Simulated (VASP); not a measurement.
# HfC in VASP: further runs, part 2 of 2

VASP 6.6.1. Earlier steps stand in the parts before.

### Step 4. Single point, PBE

INCAR reads:

```
PREC = Accurate ; ENCUT = 520
EDIFF = 1E-7 ; ISMEAR = 0
SIGMA = 0.028999999999999998 ; LREAL = F
LASPH = T ; NELM = 100
ALGO = Normal ; ISIF = 2
LWAVE = F ; LCHARG = T
GGA = PE ; LELF = T
LVHAR = T ; NBANDS = 14
```

KPOINTS reads:

```
regular mesh
0
Gamma
  10 10 10
```

POSCAR reads:

```
HfC
1.0
    0.0000000000      2.3250000000      2.3250000000
    2.3250000000      0.0000000000      2.3250000000
    2.3250000000      2.3250000000      0.0000000000
Hf C
1 1
Direct
    0.5000000000      0.5000000000      0.5000000000
    0.0000000000      0.0000000000      0.0000000000
```

Potentials or basis: VASP PAW PBE potentials, release 64 (Hf_pv, C).

On the command line:

```sh
$ cat potpaw_PBE.64/Hf_pv/POTCAR potpaw_PBE.64/C/POTCAR > POTCAR
$ mpirun -np 1 vasp_std > vasp.out
```

OUTCAR:

```text
PREC = Accurate
   ENCUT = 520
   EDIFF = 1E-7
   ISMEAR = 0
   LREAL = F
   LASPH = T
   NELM = 100
   ISIF = 2
   GGA = PE

 ion  position               nearest neighbor table
   1  0.500  0.500  0.500-   2 2.33   2 2.33   2 2.33   2 2.33   2 2.33   2 2.33
   2  0.000  0.000  0.000-   1 2.33   1 2.33   1 2.33   1 2.33   1 2.33   1 2.33

  LATTYP: Found a face centered cubic cell.
 ALAT       =     4.6500000000

  Lattice vectors:

 A1 = (   0.0000000000,   2.3250000000,   2.3250000000)
 A2 = (   2.3250000000,   0.0000000000,   2.3250000000)
 A3 = (   2.3250000000,   2.3250000000,   0.0000000000)

Analysis of symmetry for initial positions (statically):
=====================================================================
 Subroutine PRICEL returns:
 Original cell was already a primitive cell.

 Routine SETGRP: Setting up the symmetry group for a
 face centered cubic supercell.

 Subroutine GETGRP returns: Found 48 space group operations
 (whereof 48 operations were pure point group operations)
 out of a pool of 48 trial point group operations.

The static configuration has the point symmetry O_h .

Analysis of symmetry for dynamics (positions and initial velocities):
=====================================================================
 Subroutine PRICEL returns:
 Original cell was already a primitive cell.

 Routine SETGRP: Setting up the symmetry group for a
 face centered cubic supercell.

 Subroutine GETGRP returns: Found 48 space group operations
 (whereof 48 operations were pure point group operations)
 out of a pool of 48 trial point group operations.

The dynamic configuration has the point symmetry O_h .

 Subroutine INISYM returns: Found 48 space group operations
 (whereof 48 operations are pure point group operations),
 and found     1 'primitive' translations

----------------------------------------------------------------------------------------

                                     Primitive cell

[... 114 lines left out ...]
   LORBIT       =      0    0 simple, 1 ext, 2 COOP (PROOUT), +10 PAW based schemes
   GGA     = PE    functional components
   LHFCALC =     F    Hartree Fock is set to
   AEXX    =    0.0000 exact exchange contribution
   IVDW    =     0    specifies the selected vdW correction
   LEPSILON=     F    determine dielectric tensor
   LRPA    =     F    only Hartree local field effects (RPA)
 non-spin polarized calculation
 Gauss-broadening in eV      SIGMA  =   0.03
  energy-cutoff  :      520.00
  volume of cell :       25.14
 maximum number of plane-waves:       700
   NGX = 13   NGY = 13   NGZ = 13

 number of electron      14.0000000 magnetization

 Free energy of the ion-electron system (eV)
  ---------------------------------------------------
  ext. energy  EPLUGINS =         0.00000000
  ---------------------------------------------------
  free energy    TOTEN  =       -21.04289401 eV

  energy without entropy =      -21.04263541  energy(sigma->0) =      -21.04276471

 E-fermi :   5.9731     XC(G=0): -12.2854

 val. band max:        5.9662228455   @ k =   0.1000   0.0000   0.0000
 cond. band min:       6.1055571791   @ k =   0.1000   0.1000   0.0000
 fundamental gap:      0.1393343336
 Fermi energy:         5.9731381266

 k-point     1 :       0.0000    0.0000    0.0000
  band No.  band energies     occupation
      1     -23.6178      2.00000
      2     -23.6178      2.00000
      3     -23.6178      2.00000
      4      -6.3570      2.00000
      5       6.9513      0.00000
      6       6.9513      0.00000
      7       6.9513      0.00000
      8       7.3452      0.00000
      9       7.3452      0.00000
     10       7.3452      0.00000
     11       9.3443      0.00000
     12       9.3443      0.00000
     13      12.7804      0.00000
     14      16.9544      0.00000
[... 377 lines left out ...]
      1     -24.1077      2.00000
      2     -23.8149      2.00000
      3     -23.7943      2.00000
      4      -4.2732      2.00000
      5       2.2370      2.00000
      6       4.1531      2.00000
      7       5.2406      2.00000
      8       6.1651      0.00000
      9      11.3179      0.00000
     10      12.3365      0.00000
     11      12.4654      0.00000
     12      14.2275      0.00000
     13      17.5390      0.00000
     14      18.6125      0.00000

 [... further k-points ...]
[... 5 lines left out ...]
  --------------------------------------------------------------------------------------
  -------------------------------------------------------------------------------------
  Total       -0.0688370     -0.0688370     -0.0688370     -0.0000000     -0.0000000      0.0000000
  in kB       -4.3876655     -4.3876655     -4.3876655     -0.0000000     -0.0000000      0.0000000
  external PRESSURE =      -4.3876655 kB  Pullay stress =       0.0000000 kB

 VOLUME and BASIS-vectors are now :
 -----------------------------------------------------------------------------
  energy-cutoff  :      520.00
  volume of cell :       25.14
      direct lattice vectors                 reciprocal lattice vectors
     0.000000000  2.325000000  2.325000000    -0.215053763  0.215053763  0.215053763
     2.325000000  0.000000000  2.325000000     0.215053763 -0.215053763  0.215053763
     2.325000000  2.325000000  0.000000000     0.215053763  0.215053763 -0.215053763

 POSITION                                       TOTAL-FORCE (eV/Angst)
 -----------------------------------------------------------------------------------
      2.32500      2.32500      2.32500         0.000000      0.000000      0.000000
      0.00000      0.00000      0.00000        -0.000000     -0.000000     -0.000000
 -----------------------------------------------------------------------------------
    total drift:                                0.000000     -0.000000      0.000000

  FREE ENERGIE OF THE ION-ELECTRON SYSTEM (eV)
  ---------------------------------------------------
  free  energy   TOTEN  =       -21.0428940065 eV

  energy  without entropy=      -21.0426354130  energy(sigma->0) =      -21.04276471
```

Run time: 8.4 s. Hardware: 1 thread of Intel Xeon Platinum 8559C (Emerald Rapids), shared host; peak memory 0.15 GiB.

What came out:

```yaml
Free_energy: -21.0429 eV
Pressure: -0.4 GPa
Band_gap_on_the_k_mesh: zero (band 7 reaches 6.95 eV, above the bottom of band 8 at 5.55 eV)
```

Caveat: spin-orbit coupling is left out, which moves the levels of the heavy elements.

### Step 5. Single point, PBE

INCAR reads:

```
ALGO = Normal
EDIFF = 1E-6
ENCUT = 520
GGA = PE
ISIF = 2
ISMEAR = 0
LASPH = T
LCHARG = F
LREAL = F
LWAVE = F
NBANDS = 14
NELM = 80
PREC = Accurate
SIGMA = 0.022
```

KPOINTS reads:

```
k-points
0
Gamma
  10 10 10
```

POSCAR is that of step 4.

On the command line:

```sh
$ cat potpaw_PBE.64/Hf_pv/POTCAR potpaw_PBE.64/C/POTCAR > POTCAR
$ mpirun -np 1 vasp_std > vasp.out
```

Wall time 6.6 s (1 thread of Intel Xeon Platinum 8559C (Emerald Rapids), shared host); peak memory 0.15 GiB.

It converged, with:

* Free energy: -21.0428 eV
* Pressure: -0.5 GPa
* Band gap on the k mesh: zero (band 7 reaches 6.95 eV, above the bottom of band 8 at 5.55 eV)

Levels at points of the mesh, in eV from the Fermi level:
```tsv
k point	band 4	band 5	band 6	band 7	band 8	band 9	band 10	band 11
(0.00, 0.00, 0.00)	-12.33	0.98	0.98	0.98	1.37	1.37	1.37	3.37
(0.50, 0.00, 0.00)	-8.59	-6.16	-3.00	-3.00	5.30	5.30	5.76	6.53
(0.50, 0.50, 0.00)	-10.43	-2.61	-1.79	-0.12	-0.12	5.29	6.72	6.72
```

Caveat: spin-orbit coupling is left out, which moves the levels of the heavy elements.

### Step 6. Single point, RPBE

This run uses another cell than the first one, of 12.80 Å³/atom, 1.019 times its volume.

INCAR reads:

```
PREC = Accurate
ENCUT = 520
EDIFF = 1E-6
ISMEAR = -1
SIGMA = 0.05
LREAL = F
LASPH = T
NELM = 60
ALGO = Normal
ISIF = 2
LWAVE = F
LCHARG = F
GGA = RP
NBANDS = 14
```

KPOINTS reads:

```
Automatic mesh
0
Gamma
  10 10 10
```

POSCAR reads:

```
HfC
1.0
    0.0000000000      2.3394813266      2.3394813266
    2.3394813266      0.0000000000      2.3394813266
    2.3394813266      2.3394813266      0.0000000000
Hf C
1 1
Direct
    0.5000000000      0.5000000000      0.5000000000
    0.0000000000      0.0000000000      0.0000000000
```

Potentials or basis: VASP PAW PBE potentials, release 64 (Hf_pv, C).

On the command line:

```sh
$ cat potpaw_PBE.64/Hf_pv/POTCAR potpaw_PBE.64/C/POTCAR > POTCAR
$ mpirun -np 1 vasp_std > vasp.out
```

Run time: 12 s. Hardware: 1 thread of Intel Xeon Platinum 8559C (Emerald Rapids), shared host; peak memory 0.16 GiB.

The run converged. Its results:

```yaml
Free_energy: -20.1348 eV
Pressure: -0.8 GPa
Band_gap_on_the_k_mesh: zero (band 7 reaches 6.91 eV, above the bottom of band 8 at 5.51 eV)
```

Levels at points of the mesh, in eV from the Fermi level:
```csv
k point,band 4,band 5,band 6,band 7,band 8,band 9,band 10,band 11
"(0.00, 0.00, 0.00)",-12.30,0.95,0.95,0.95,1.37,1.37,1.37,3.30
"(0.50, 0.00, 0.00)",-8.70,-6.09,-2.96,-2.96,5.20,5.20,5.66,6.39
"(0.50, 0.50, 0.00)",-10.43,-2.67,-1.73,-0.17,-0.17,5.17,6.58,6.58
```

Caveat: the PAW data sets were made with another functional, which shifts forces and pressure a little; spin-orbit coupling is left out, which moves the levels of the heavy elements.

### Step 7. Summary

| level | U | cell | k mesh | smearing | gap on the mesh (eV) | pressure (GPa) |
| --- | --- | --- | --- | --- | --- | --- |
| PBEsol+D4+U | Hf d U = 1.0 eV | a = 3.288 Å, angles 60.0°, 2 atoms | 8 × 8 × 8 | fermi-dirac 0.15 eV | none | -5.4 |
| PBEsol | - | a = 3.288 Å, angles 60.0°, 2 atoms | 8 × 8 × 8 | fermi-dirac 0.05 eV | none | -7.0 |
| PBE | - | a = 3.288 Å, angles 60.0°, 2 atoms | 10 × 10 × 10 | gaussian 0.029 eV | none | -0.4 |
| PBE | - | a = 3.288 Å, angles 60.0°, 2 atoms | 10 × 10 × 10 | gaussian 0.022 eV | none | -0.5 |
| RPBE | - | a = 3.309 Å, angles 60.0°, 2 atoms | 10 × 10 × 10 | fermi-dirac 0.05 eV | none | -0.8 |

Alike in all rows: task single point; potentials or basis VASP PAW PBE potentials, release 64 (Hf_pv, C); no spin polarisation; cutoff (eV) 520.

Every run on the cell as given and a fine mesh finds a metal. The pressure there spans -7.0 GPa (PBEsol) to -0.4 GPa (PBE); a positive pressure means that this level wants a larger cell, a negative one a smaller.

Caveats: spin-orbit coupling is left out, which moves the levels of the heavy elements; the PAW data sets were made with another functional, which shifts forces and pressure a little (some runs); U without spin polarisation on a metal has little footing (some runs); pairwise dispersion overbinds metals, which lowers pressure and volume (some runs); the U is typed as a test and isn't derived for this compound (some runs).

Total energies depend on the potentials used, so only differences within one code and one set of settings carry meaning.
